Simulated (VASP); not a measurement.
# NaH16BrO8 in VASP: further runs

The runs below take NaH16BrO8 through single point, with PBEsol.

Program: VASP 6.6.1. These are calculated values, not measurements. Logs are shortened: lines on timing, memory, paths and dates and some standing lists are left out, and cuts for length are marked.

### 1 The cell of the first run

The cell holds an amorphous packing of atoms, 26 atoms: a = 5.056 Å, b = 5.297 Å, c = 5.663 Å, α = 90.00°, β = 90.00°, γ = 90.00°.

### 2 Single point, PBEsol

INCAR

```
ALGO = Normal
EDIFF = 1E-6
ENCUT = 520
GGA = PS
ISIF = 2
ISMEAR = -1
LASPH = True
LCHARG = False
LREAL = Auto
LWAVE = False
NBANDS = 58
NELM = 80
PREC = Accurate
SIGMA = 0.02
```

KPOINTS

```
k-points
0
Gamma
  1 1 1
```

POSCAR

```
NaH16BrO8
1.0
    5.0564600000      0.0000000000      0.0000000000
    0.0000000000      5.2972430000      0.0000000000
    0.0000000000      0.0000000000      5.6625460000
O H Na Br
8 16 1 1
Direct
    0.8616897988      0.5826804623      0.1202286039
    0.7487253929      0.4969188689      0.6669967891
    0.1393069460      0.2694609252      0.7287534618
    0.5790216871      1.0582486022      0.5807988138
    0.2455670568      0.7765360207      0.8774674855
    1.0054662748      0.8793819728      0.4739564147
    0.4649893404      0.9849651979      0.1821265558
    0.8205938542     -0.0086082515      0.9322484974
    0.9918401411      0.6184160326      0.2465675334
    0.6684716185      0.5870034658      0.2158039864
    0.6169138093      0.6139608849      0.7377953309
    0.6609762561      0.3242441398      0.6070944059
    0.2949494310      0.2851860864      0.6204276310
   -0.0158411220      0.4001704283      0.6692749163
    0.5005873674      1.0040317199      0.4159613008
    0.7419419910      0.9759038806      0.4731970389
    0.2523702353      0.6012750406      0.9104385201
    0.0382481024      0.8184823690      0.8845137858
    1.1446545607      0.8529342528      0.3637409745
    1.0996230564      0.9978964529      0.6091429544
    0.6008551437      1.0545863197      0.0553284689
    0.4117307365      0.8341508970      0.0957166617
    0.6780830858      0.0281467171      0.8024658873
    0.7920956559     -0.1972913080      1.0013870086
    0.1026607548      0.2069567131      0.0830898327
    0.3590852098      0.5043567003      0.3243593959
```

Potentials or basis: VASP PAW PBE potentials, release 64 (O, H, Na_pv, Br).

Run with:

```
$ cat potpaw_PBE.64/O/POTCAR potpaw_PBE.64/H/POTCAR potpaw_PBE.64/Na_pv/POTCAR potpaw_PBE.64/Br/POTCAR > POTCAR
$ mpirun -np 1 vasp_gam > vasp.out
```

OUTCAR:

```text
EDIFF = 1E-6
   ENCUT = 520
   GGA = PS
   ISIF = 2
   ISMEAR = -1
   LASPH = True
   LREAL = Auto
   NELM = 80
   PREC = Accurate

 ion  position               nearest neighbor table
   1  0.862  0.583  0.120-   9 0.99  10 1.12  24 1.39  25 2.34
   2  0.749  0.497  0.667-  11 0.99  12 1.07  14 1.30
   3  0.139  0.269  0.729-  13 1.00  14 1.10  25 2.04
   4  0.579  0.058  0.581-  15 1.05  16 1.11  23 1.36
   5  0.246  0.777  0.877-  17 0.95  18 1.07
   6  0.005  0.879  0.474-  19 0.95  20 1.10  16 1.43
   7  0.465  0.985  0.182-  22 0.97  21 1.06  15 1.34  25 2.25
   8  0.821  0.991  0.932-  23 1.05  24 1.08  21 1.35  25 2.02
   9  0.992  0.618  0.247-   1 0.99
  10  0.668  0.587  0.216-   1 1.12  26 1.74
  11  0.617  0.614  0.738-   2 0.99
  12  0.661  0.324  0.607-   2 1.07
  13  0.295  0.285  0.620-   3 1.00
  14  0.984  0.400  0.669-   3 1.10   2 1.30
  15  0.501  0.004  0.416-   4 1.05   7 1.34
  16  0.742  0.976  0.473-   4 1.11   6 1.43
  17  0.252  0.601  0.910-   5 0.95
  18  0.038  0.818  0.885-   5 1.07
  19  0.145  0.853  0.364-   6 0.95
  20  0.100  0.998  0.609-   6 1.10
  21  0.601  0.055  0.055-   7 1.06   8 1.35
  22  0.412  0.834  0.096-   7 0.97
  23  0.678  0.028  0.802-   8 1.05   4 1.36
  24  0.792  0.803  0.001-   8 1.08   1 1.39
  25  0.103  0.207  0.083-   8 2.02   3 2.04   7 2.25   1 2.34  26 2.46
  26  0.359  0.504  0.324-  10 1.74  25 2.46

  LATTYP: Found a simple orthorhombic cell.
 ALAT       =     5.0564600000
 B/A-ratio  =     1.0476188875
 C/A-ratio  =     1.1198636991

  Lattice vectors:

 A1 = (   5.0564600000,   0.0000000000,   0.0000000000)
 A2 = (   0.0000000000,   5.2972430000,   0.0000000000)
 A3 = (   0.0000000000,   0.0000000000,   5.6625460000)

Analysis of symmetry for initial positions (statically):
=====================================================================
 Subroutine PRICEL returns:
 Original cell was already a primitive cell.

 Routine SETGRP: Setting up the symmetry group for a
 simple orthorhombic supercell.

 Subroutine GETGRP returns: Found  1 space group operations
 (whereof  1 operations were pure point group operations)
 out of a pool of  8 trial point group operations.

The static configuration has the point symmetry C_1 .

Analysis of symmetry for dynamics (positions and initial velocities):
=====================================================================
 Subroutine PRICEL returns:
 Original cell was already a primitive cell.

 Routine SETGRP: Setting up the symmetry group for a
 simple orthorhombic supercell.

 Subroutine GETGRP returns: Found  1 space group operations
 (whereof  1 operations were pure point group operations)
 out of a pool of  8 trial point group operations.

The dynamic configuration has the point symmetry C_1 .

 Subroutine INISYM returns: Found  1 space group operations
 (whereof  1 operations are pure point group operations),
 and found     1 'primitive' translations

----------------------------------------------------------------------------------------

                                     Primitive cell

  volume of cell :     151.6730

  direct lattice vectors                    reciprocal lattice vectors
     5.056460000  0.000000000  0.000000000     0.197766817  0.000000000  0.000000000
     0.000000000  5.297243000  0.000000000     0.000000000  0.188777445  0.000000000
     0.000000000  0.000000000  5.662546000     0.000000000  0.000000000  0.176599007

  length of vectors
     5.056460000  5.297243000  5.662546000     0.197766817  0.188777445  0.176599007

  position of ions in fractional coordinates (direct lattice)
     0.861689799  0.582680462  0.120228604
     0.748725393  0.496918869  0.666996789
     0.139306946  0.269460925  0.728753462
     0.579021687  0.058248602  0.580798814
     0.245567057  0.776536021  0.877467485
     0.005466275  0.879381973  0.473956415
[... 18 lines left out ...]
     0.102660755  0.206956713  0.083089833
     0.359085210  0.504356700  0.324359396

  ion indices of the primitive-cell ions
   primitive index   ion index
                 1           1
                 2           2
                 3           3
                 4           4
                 5           5
                 6           6
[... 18 lines left out ...]
                25          25
                26          26

----------------------------------------------------------------------------------------

 KPOINTS: k-points

Automatic generation of k-mesh.
 Grid dimensions read from file:
 generate k-points for:    1    1    1

 Generating k-lattice:

  Cartesian coordinates                     Fractional coordinates (reciprocal lattice)
     0.197766817  0.000000000  0.000000000     1.000000000  0.000000000  0.000000000
     0.000000000  0.188777445  0.000000000     0.000000000  1.000000000  0.000000000
     0.000000000  0.000000000  0.176599007     0.000000000  0.000000000  1.000000000

  Length of vectors
     0.197766817  0.188777445  0.176599007

  Shift w.r.t. Gamma in fractional coordinates (k-lattice)
     0.000000000  0.000000000  0.000000000

 Subroutine IBZKPT returns following result:
 ===========================================

 Found      1 irreducible k-points:

 Following reciprocal coordinates:
            Coordinates               Weight
  0.000000  0.000000  0.000000      1.000000
   k-points           NKPTS =      1   k-points in BZ     NKDIM =      1   number of bands    NBANDS=     58
   number of dos      NEDOS =    301   number of ions     NIONS =     26
   total plane-waves  NPLWV =  67200
   dimension x,y,z NGX =    40 NGY =   40 NGZ =   42
   dimension x,y,z NGXF=    80 NGYF=   80 NGZF=   84
   ions per type =               8  16   1   1
   NGX,Y,Z   is equivalent  to a cutoff of  13.15, 12.55, 12.33 a.u.
   NGXF,Y,Z  is equivalent  to a cutoff of  26.30, 25.11, 24.66 a.u.
 SYSTEM =  unknown system
   PREC   = accura    normal or accurate (medium, high low for compatibility)
   ISTART =      0    job   : 0-new  1-cont  2-samecut
   ICHARG =      2    charge: 1-file 2-atom 10-const
   ISPIN  =      1    spin polarized calculation?
   LNONCOLLINEAR =      F non collinear calculations
   LSORBIT =      F    spin-orbit coupling
   LASPH  =      T    aspherical Exc in radial PAW
   ENCUT  =  520.0 eV  38.22 Ry    6.18 a.u.   9.40  9.85 10.53*2*pi/ulx,y,z
   NELM   =     80;   NELMIN=  2; NELMDL= -5     # of ELM steps
   EDIFF  = 0.1E-05   stopping-criterion for ELM
   LREAL  =      T    real-space projection
   EDIFFG = 0.1E-04   stopping-criterion for IOM
   NSW    =      0    number of steps for IOM
   IBRION =     -1    ionic relax: 0-MD 1-quasi-New 2-CG
   NFREE  =      0    steps in history (QN), initial steepest desc. (CG)
   ISIF   =      2    stress and relaxation
   ISYM   =      2    0-nonsym 1-usesym 2-fastsym
   POTIM  = 0.5000    time-step for ionic-motion
   TEBEG  =    0.0;   TEEND  =   0.0 temperature during run
   PSTRESS=    0.0 pullay stress
   NELECT =      78.0000    total number of electrons
   NUPDOWN=      -1.0000    fix difference up-down
   EMIN   =  10.00;   EMAX   =-10.00  energy-range for DOS
   EFERMI =   0.00;   METHOD = LEGACY
   ISMEAR =    -1;   SIGMA  =   0.02  broadening in eV -4-tet -1-fermi 0-gaus
   EFERMI_NEDOS =   21; number of points for ismear=-14 and -15
   IALGO  =     38    algorithm
   IMIX   =      4    mixing-type and parameters
     AMIX     =   0.40;   BMIX     =  1.00
     AMIX_MAG =   1.60;   BMIX_MAG =  1.00
  volume/ion in A,a.u.               =       5.83        39.37
  Fermi-wavevector in a.u.,A,eV,Ry     =   1.311607  2.478577 23.406268  1.720312
  Thomas-Fermi vector in A             =   2.442057
   LORBIT       =      0    0 simple, 1 ext, 2 COOP (PROOUT), +10 PAW based schemes
   GGA     = PS    functional components
   LHFCALC =     F    Hartree Fock is set to
   AEXX    =    0.0000 exact exchange contribution
   IVDW    =     0    specifies the selected vdW correction
   LEPSILON=     F    determine dielectric tensor
   LRPA    =     F    only Hartree local field effects (RPA)
 non-spin polarized calculation
  energy-cutoff  :      520.00
  volume of cell :      151.67
 maximum number of plane-waves:      2055
 NGX is ok and might be reduce to    40
   NGX = 19   NGY = 19   NGZ = 21

 number of electron      77.9999991 magnetization

 Free energy of the ion-electron system (eV)
  ---------------------------------------------------
  ext. energy  EPLUGINS =         0.00000000
  ---------------------------------------------------
  free energy    TOTEN  =      -116.78768286 eV

  energy without entropy =     -116.78768286  energy(sigma->0) =     -116.78768286

 E-fermi :   1.9880     XC(G=0): -10.3664

 val. band max:        1.4523931347   @ k =   0.0000   0.0000   0.0000
 cond. band min:       6.2587888001   @ k =   0.0000   0.0000   0.0000
 fundamental gap:      4.8063956654
 Fermi energy:         1.9879645832

 k-point     1 :       0.0000    0.0000    0.0000
  band No.  band energies     occupation
      1     -20.1592      2.00000
      2     -19.4793      2.00000
      3     -19.4502      2.00000
      4     -19.4027      2.00000
      5     -18.4596      2.00000
      6     -18.2047      2.00000
[... 43 lines left out ...]
     50      12.1565      0.00000
     51      12.3005      0.00000
 [bands above 51 left out]

------------------------ aborting loop because EDIFF is reached ----------------------------------------

  FORCE on cell =-STRESS in cart. coord.  units (eV):
  Direction    XX          YY          ZZ          XY          YZ          ZX
  --------------------------------------------------------------------------------------
  -------------------------------------------------------------------------------------
  Total       21.5423036     19.6231584     26.1175056      4.0894683     -2.3218234      2.0615975
  in kB      227.5592584    207.2866236    275.8887965     43.1985544    -24.5262730     21.7774105
  external PRESSURE =     236.9115595 kB  Pullay stress =       0.0000000 kB

 VOLUME and BASIS-vectors are now :
 -----------------------------------------------------------------------------
  energy-cutoff  :      520.00
  volume of cell :      151.67
      direct lattice vectors                 reciprocal lattice vectors
     5.056460000  0.000000000  0.000000000     0.197766817  0.000000000  0.000000000
     0.000000000  5.297243000  0.000000000     0.000000000  0.188777445  0.000000000
     0.000000000  0.000000000  5.662546000     0.000000000  0.000000000  0.176599007

 POSITION                                       TOTAL-FORCE (eV/Angst)
 -----------------------------------------------------------------------------------
      4.35710      3.08660      0.68080        -2.342531      0.230752      0.180706
      3.78590      2.63230      3.77690        -1.281119     -0.379787     -0.028288
      0.70440      1.42740      4.12660         0.823892      0.140131     -1.516373
      2.92780      0.30856      3.28880         1.086981     -0.205032     -1.428497
      1.24170      4.11350      4.96870        -1.012478      0.539327     -0.948563
      0.02764      4.65830      2.68380        -0.594052      2.008047      1.542826
[... 18 lines left out ...]
      0.51910      1.09630      0.47050        -0.143704     -0.071918      0.756065
      1.81570      2.67170      1.83670        -0.070247     -0.776222      1.863738
 -----------------------------------------------------------------------------------
    total drift:                               -0.002911      0.005772     -0.000690

  FREE ENERGIE OF THE ION-ELECTRON SYSTEM (eV)
  ---------------------------------------------------
  free  energy   TOTEN  =      -116.7876828633 eV

  energy  without entropy=     -116.7876828633  energy(sigma->0) =     -116.78768286
```

Run time: 15 s. Hardware: 1 thread of AMD EPYC 9R45 (Zen 5), shared host; peak memory 0.2 GiB.

Results:

- Free energy: -116.7877 eV
- Pressure: 23.7 GPa
- Largest force: 2.601 eV/Å
- Band gap on the k mesh: 4.81 eV

Forces in eV/Å, atoms in the order of the input:
```
O   -2.343  0.231  0.181
O   -1.281 -0.380 -0.028
O    0.824  0.140 -1.516
O    1.087 -0.205 -1.428
O   -1.012  0.539 -0.949
O   -0.594  2.008  1.543
O    0.565  1.765  0.121
O   -1.272 -0.931 -0.399
H   -0.380 -0.012 -0.115
H    2.033 -0.645 -0.895
H    0.603 -0.651 -0.698
H    0.083  1.092  0.512
H   -0.711  0.094  0.503
H    1.115 -0.507  1.139
H   -1.416  0.521 -0.387
H    0.817  0.673  2.129
H   -0.205 -1.733 -0.148
H    2.499  0.032 -0.598
H    1.158 -0.222 -0.762
H   -1.229 -0.480 -1.272
H   -0.328 -0.033  1.818
H   -0.831 -0.208 -0.623
H    0.708 -0.584 -1.171
H    0.325  0.344  0.423
Na  -0.144 -0.072  0.756
Br  -0.070 -0.776  1.864
```

Levels at points of the mesh, in eV from the valence-band top:
```tsv
k point	band 37	band 38	band 39	band 40	band 41	band 42
(0.00, 0.00, 0.00)	-0.50	-0.31	0.00	4.81	7.29	7.58
```

Caveat: the k points lie up to 1.24 Å⁻¹ apart; the PAW data sets were made with another functional, which shifts forces and pressure a little.

### 3 Single point, PBEsol

This run uses another cell than the first one, of 6.10 Å³/atom, 1.046 times its volume.

INCAR

```
PREC = Accurate
ENCUT = 520
EDIFF = 1E-6
ISMEAR = -1
SIGMA = 0.02
LREAL = Auto
LASPH = True
NELM = 60
ALGO = Normal
ISIF = 2
LWAVE = False
LCHARG = True
GGA = PS
LELF = True
LVHAR = True
NBANDS = 58
```

KPOINTS

```
regular mesh
0
Gamma
  1 1 1
```

POSCAR

```
NaH16BrO8
1.0
    5.0053450000      0.0000000000      0.0000000000
    0.0000000000      4.7880730000      0.0000000000
    0.0000000000      0.0000000000      6.6180570000
O H Na Br
8 16 1 1
Direct
    0.8481932814      0.5782075587      0.0988658756
    0.8476139007      0.6272878463      0.5721618898
    0.2039020287      0.3636536034      0.7633811555
    0.5614398208      1.1090474184      0.5711041776
    0.3447914180      0.7805854255      0.8942503819
    1.0265825832      1.0662953551      0.3581867004
    0.5861733807      1.0283051240      0.1701556816
    0.8804987468      0.0312025318      0.8903217364
    0.9633302000      0.6236538165      0.2371239776
    0.6645495965      0.6115612690      0.1533380568
    0.7441445095      0.4866467157      0.6467608242
    0.7023092314      0.6812552774      0.4698508943
    0.4189321615      0.1933554480      0.6489064691
    0.1901966797      0.5525604977      0.7784913306
    0.6387172113      1.1861556831      0.2601821048
    0.7124184247      1.0422146864      0.6560233615
    0.1872398406      0.9132275134      0.9157521611
    0.5002252592      0.8649199793      0.9362566687
    1.1494112793      0.9654197002      0.4597724075
    0.9032144637      1.1913769903      0.4327251941
    0.8434783217      1.0938012014      0.0407370320
    0.5100147942      0.8879355014      0.2767428567
    1.0553917862      0.2861694047      0.6982563009
    0.8299128232     -0.1728461533      0.9254831139
    0.2313127267      0.2274401414      0.0733901204
    0.3273300841      0.5595152789      0.3697006538
```

Potentials or basis: VASP PAW PBE potentials, release 64 (O, H, Na_pv, Br).

Run with:

```
$ cat potpaw_PBE.64/O/POTCAR potpaw_PBE.64/H/POTCAR potpaw_PBE.64/Na_pv/POTCAR potpaw_PBE.64/Br/POTCAR > POTCAR
$ mpirun -np 1 vasp_gam > vasp.out
```

Wall time 16 s (1 thread of AMD EPYC 9R45 (Zen 5), shared host); peak memory 0.2 GiB.

The run converged. Its results:

```
Free energy            : -118.8735 eV
Pressure               : 17.1 GPa
Largest force          : 4.764 eV/Å
Band gap on the k mesh : 4.15 eV
```

Forces on the atoms (eV/Å):
```
O    0.982 -0.347  2.044
O   -0.850  0.331 -0.198
O    1.636 -4.465  0.285
O    1.920 -0.686 -1.258
O   -3.313 -0.599 -0.424
O    0.706 -0.636  1.281
O   -0.298  1.157  1.883
O    0.174 -0.821  1.473
H   -0.521 -0.277 -2.270
H   -0.125 -0.486 -0.203
H   -0.351 -0.045  0.023
H    0.652 -0.234  0.999
H   -0.492  0.890  1.059
H    0.115  3.979 -0.130
H   -0.597 -0.248 -0.225
H   -1.013 -0.214  0.357
H    0.556 -1.240 -0.930
H    2.316  1.585  0.884
H   -0.909  0.640 -1.259
H    0.326 -0.165 -0.010
H   -0.659 -0.276 -1.881
H   -0.052  0.360 -0.561
H   -1.536 -0.582 -0.619
H    0.892  0.532 -0.231
Na  -0.264  1.111  0.313
Br   0.704  0.739 -0.401
```

Stress tensor (GPa, compression positive):
```
17.64  2.74 -1.38
 2.74 19.84  2.81
-1.38  2.81 13.73
```

Levels at points of the mesh, in eV from the valence-band top:
```tsv
k point	band 35	band 36	band 37	band 38	band 39	band 40	band 41	band 42	band 43	band 44
(0.00, 0.00, 0.00)	-1.49	-1.31	-0.58	-0.41	0.00	4.15	6.26	7.21	7.52	8.16
```

Caveat: the k points lie up to 1.31 Å⁻¹ apart; the PAW data sets were made with another functional, which shifts forces and pressure a little.

(Part 1 of 2 ends here.)
